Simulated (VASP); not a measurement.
# MnO (Pm-3m) in VASP: further runs, part 2 of 2

VASP 6.6.1. The steps go on from the part before.

## Step 3: Single point, HSE06, collinear spin, ferromagnetic start

This run uses another cell than the first one, of 10.34 Å³/atom.

The input, POSCAR:

```
MnO
1.0
    2.7451547209      0.0000000000      0.0000000000
    0.0000000000      2.7451547209      0.0000000000
    0.0000000000      0.0000000000      2.7451547209
Mn O
1 1
Direct
    0.0000000000      0.0000000000      0.0000000000
    0.5000000000      0.5000000000      0.5000000000
```

The input, INCAR.step1:

```
PREC = Accurate
ENCUT = 520
EDIFF = 1E-5
ISMEAR = -1
SIGMA = 0.05
LREAL = F
LASPH = T
NELM = 150
ALGO = Normal
ISIF = 2
LWAVE = T
ISPIN = 2
MAGMOM = 4 0
LORBIT = 11
LMAXMIX = 4
GGA = PE
NBANDS = 20
```

The input, INCAR.step2:

```
PREC = Accurate
ENCUT = 520
EDIFF = 1E-6
ISMEAR = -1
SIGMA = 0.05
LREAL = F
LASPH = T
NELM = 150
ALGO = Normal
ISIF = 2
LWAVE = F
LCHARG = T
ISPIN = 2
MAGMOM = 4 0
LORBIT = 11
LMAXMIX = 4
GGA = PE
LHFCALC = T
HFSCREEN = 0.2079
PRECFOCK = Normal
LELF = T
LVHAR = T
ISTART = 1
NBANDS = 20
```

The input, KPOINTS:

```
Automatic mesh
0
Gamma
  5 5 5
```

Potentials or basis: VASP PAW PBE potentials, release 64 (Mn_pv, O).

Launch:

```console
$ cat potpaw_PBE.64/Mn_pv/POTCAR potpaw_PBE.64/O/POTCAR > POTCAR
$ cp INCAR.step1 INCAR
$ mpirun -np 1 vasp_std > vasp.out
$ cp INCAR.step2 INCAR
$ mpirun -np 1 vasp_std > vasp.out
```

OUTCAR:

```text
PREC = Accurate
   ENCUT = 520
   EDIFF = 1E-6
   ISMEAR = -1
   LREAL = F
   LASPH = T
   NELM = 150
   ISIF = 2
   ISPIN = 2
   LORBIT = 11
   GGA = PE
   LHFCALC = T
   HFSCREEN = 0.2079
   PRECFOCK = Normal
   ISTART = 1

 ion  position               nearest neighbor table
   1  0.000  0.000  0.000-   2 2.38   2 2.38   2 2.38   2 2.38   2 2.38   2 2.38   2 2.38   2 2.38

   2  0.500  0.500  0.500-   1 2.38   1 2.38   1 2.38   1 2.38   1 2.38   1 2.38   1 2.38   1 2.38

  LATTYP: Found a simple cubic cell.
 ALAT       =     2.7451547209

  Lattice vectors:

 A1 = (   2.7451547209,   0.0000000000,   0.0000000000)
 A2 = (   0.0000000000,   2.7451547209,   0.0000000000)
 A3 = (   0.0000000000,   0.0000000000,   2.7451547209)

Analysis of symmetry for initial positions (statically):
=====================================================================
 Subroutine PRICEL returns:
[... 422 lines left out ...]
      2     -40.7392      1.00000
      3     -40.7392      1.00000
      4     -13.9088      1.00000
      5       4.6442      1.00000
      6       4.6442      1.00000
[... 219 lines left out ...]
     19      29.9236      0.00000
     20      40.5371      0.00000

------------------------ aborting loop because EDIFF is reached ----------------------------------------

  FORCE on cell =-STRESS in cart. coord.  units (eV):
  Direction    XX          YY          ZZ          XY          YZ          ZX
  --------------------------------------------------------------------------------------
  -------------------------------------------------------------------------------------
  Total        0.0549366      0.0549366      0.0549366     -0.0000000     -0.0000000     -0.0000000
  in kB        4.2547257      4.2547257      4.2547257     -0.0000000     -0.0000000     -0.0000000
  external PRESSURE =       4.2547257 kB  Pullay stress =       0.0000000 kB

 VOLUME and BASIS-vectors are now :
 -----------------------------------------------------------------------------
  energy-cutoff  :      520.00
  volume of cell :       20.69
      direct lattice vectors                 reciprocal lattice vectors
     2.745154721  0.000000000  0.000000000     0.364278193  0.000000000  0.000000000
     0.000000000  2.745154721  0.000000000     0.000000000  0.364278193  0.000000000
     0.000000000  0.000000000  2.745154721     0.000000000  0.000000000  0.364278193

 POSITION                                       TOTAL-FORCE (eV/Angst)
 -----------------------------------------------------------------------------------
      0.00000      0.00000      0.00000         0.000000      0.000000      0.000000
      1.37258      1.37258      1.37258         0.000000      0.000000      0.000000
 -----------------------------------------------------------------------------------
    total drift:                                0.000000      0.000006      0.000001

  FREE ENERGIE OF THE ION-ELECTRON SYSTEM (eV)
  ---------------------------------------------------
  free  energy   TOTEN  =       -22.5775574897 eV

  energy  without entropy=      -22.5775574819  energy(sigma->0) =      -22.57755749

 total charge

# of ion       s       p       d       tot
------------------------------------------
    1        0.192   6.165   4.926  11.283
    2        1.565   3.438   0.000   5.003
--------------------------------------------------
tot          1.757   9.603   4.926  16.286

 magnetization (x)

# of ion       s       p       d       tot
------------------------------------------
    1        0.025   0.028   4.535   4.588
    2        0.024   0.181   0.000   0.204
--------------------------------------------------
tot          0.049   0.209   4.535   4.793
```

OUTCAR.step1:

```text
PREC = Accurate
   ENCUT = 520
   EDIFF = 1E-5
   ISMEAR = -1
   LREAL = F
   LASPH = T
   NELM = 150
   ISIF = 2
   ISPIN = 2
[... 690 lines left out ...]

  energy  without entropy=      -15.3084972089  energy(sigma->0) =      -15.31437357

 total charge

# of ion       s       p       d       tot
------------------------------------------
    1        0.205   6.169   4.962  11.337
    2        1.570   3.372   0.000   4.942
--------------------------------------------------
tot          1.775   9.541   4.962  16.279

 magnetization (x)

# of ion       s       p       d       tot
------------------------------------------
    1        0.037   0.038   4.302   4.378
    2        0.028   0.204   0.000   0.232
--------------------------------------------------
tot          0.065   0.243   4.302   4.610
```

It took 7 min on 1 thread of Intel Xeon 6975P-C (Granite Rapids), shared host; peak memory 0.24 GiB.

What came out:

* Free energy: -22.5776 eV
* Pressure: 0.4 GPa
* Band gap on the k mesh: 1.57 eV (least direct gap 2.98 eV)
* Net moment: 5.00 μB per cell
* Site moments: Mn +4.59; O +0.20 μB
* Valence electrons inside the program's atomic spheres: Mn 11.28; O 5.00

Caveat: the k points lie up to 0.46 Å⁻¹ apart; the PAW data sets were made with another functional, which shifts forces and pressure a little; an odd mesh through Γ misses points on the zone boundary, where band edges can lie; a cell with one magnetic atom can't hold antiferromagnetic order, which such compounds often take.

## Step 4: Single point, HSE06, collinear spin, ferromagnetic start

The input, POSCAR:

```
MnO
1.0
    2.6723886600      0.0000000000      0.0000000000
    0.0000000000      2.6723886600      0.0000000000
    0.0000000000      0.0000000000      2.6723886600
Mn O
1 1
Direct
    0.0000000000      0.0000000000      0.0000000000
    0.5000000000      0.5000000000      0.5000000000
```

The input, INCAR.step1:

```
ALGO = Normal ; EDIFF = 1E-5
ENCUT = 520 ; GGA = PE
ISIF = 2 ; ISMEAR = -1
ISPIN = 2 ; LASPH = T
LCHARG = F ; LMAXMIX = 4
LORBIT = 11 ; LREAL = F
LWAVE = T ; MAGMOM = 4 0
NBANDS = 20 ; NELM = 150
PREC = Accurate ; SIGMA = 0.05
```

The input, INCAR.step2:

```
ALGO = Normal ; EDIFF = 1E-7
ENCUT = 520 ; GGA = PE
HFSCREEN = 0.2079 ; ISIF = 2
ISMEAR = -1 ; ISPIN = 2
ISTART = 1 ; LASPH = T
LCHARG = F ; LHFCALC = T
LMAXMIX = 4 ; LORBIT = 11
LREAL = F ; LWAVE = F
MAGMOM = 4 0 ; NBANDS = 20
NELM = 150 ; PREC = Accurate
PRECFOCK = Normal ; SIGMA = 0.05
```

The input, KPOINTS:

```
k-points
0
Gamma
  5 5 5
```

Launch:

```console
$ cat potpaw_PBE.64/Mn_pv/POTCAR potpaw_PBE.64/O/POTCAR > POTCAR
$ cp INCAR.step1 INCAR
$ mpirun -np 1 vasp_std > vasp.out
$ cp INCAR.step2 INCAR
$ mpirun -np 1 vasp_std > vasp.out
```

It took 11 min on 1 thread of Intel Xeon Platinum 8488C (Sapphire Rapids), shared host; peak memory 0.24 GiB.

Results (log left out):

- Free energy: -22.4951 eV
- Pressure: 16.9 GPa
- Band gap on the k mesh: 2.06 eV (least direct gap 3.10 eV)
- Net moment: 5.00 μB per cell
- Site moments: Mn +4.58; O +0.23 μB
- Valence electrons inside the program's atomic spheres: Mn 11.37; O 5.05

Levels at points of the mesh, in eV from the valence-band top:
Spin up:
| k point | band 8 | band 9 | band 10 | band 11 | band 12 | band 13 | band 14 | band 15 | band 16 | band 17 |
| --- | --- | --- | --- | --- | --- | --- | --- | --- | --- | --- |
| (0.00, 0.00, 0.00) | -2.72 | -2.72 | -2.48 | -2.48 | -2.48 | 2.06 | 16.96 | 16.96 | 21.99 | 21.99 |
Spin down:
| k point | band 4 | band 5 | band 6 | band 7 | band 8 | band 9 | band 10 | band 11 |
| --- | --- | --- | --- | --- | --- | --- | --- | --- |
| (0.00, 0.00, 0.00) | -20.71 | -1.73 | -1.73 | -1.73 | 2.28 | 2.28 | 4.03 | 6.37 |

Caveat: the k points lie up to 0.47 Å⁻¹ apart; the PAW data sets were made with another functional, which shifts forces and pressure a little; an odd mesh through Γ misses points on the zone boundary, where band edges can lie; a cell with one magnetic atom can't hold antiferromagnetic order, which such compounds often take.

## Step 5: The runs side by side

| level | cell | screening parameter | gap on the mesh (eV) | pressure (GPa) | moment (μB) |
| --- | --- | --- | --- | --- | --- |
| PBEsol-based global hybrid with 25 % exact exchange | a = 2.672 Å, 2 atoms | - | 2.76 | 11.1 | 5.00 |
| HSE06 | a = 2.745 Å, 2 atoms | 0.2079 1/Å | 1.57 | 0.4 | 5.00 |
| HSE06 | a = 2.672 Å, 2 atoms | 0.2079 1/Å | 2.06 | 16.9 | 5.00 |

Alike in all rows: task single point; potentials or basis VASP PAW PBE potentials, release 64 (Mn_pv, O); spin collinear, ferromagnetic start; k mesh 5 × 5 × 5; cutoff (eV) 520; smearing fermi-dirac 0.05 eV.

Caveats: all runs use coarse meshes; the PAW data sets were made with another functional, which shifts forces and pressure a little; an odd mesh through Γ misses points on the zone boundary, where band edges can lie; a cell with one magnetic atom can't hold antiferromagnetic order, which such compounds often take.

Absolute energies hang on the potentials; compare differences alone.
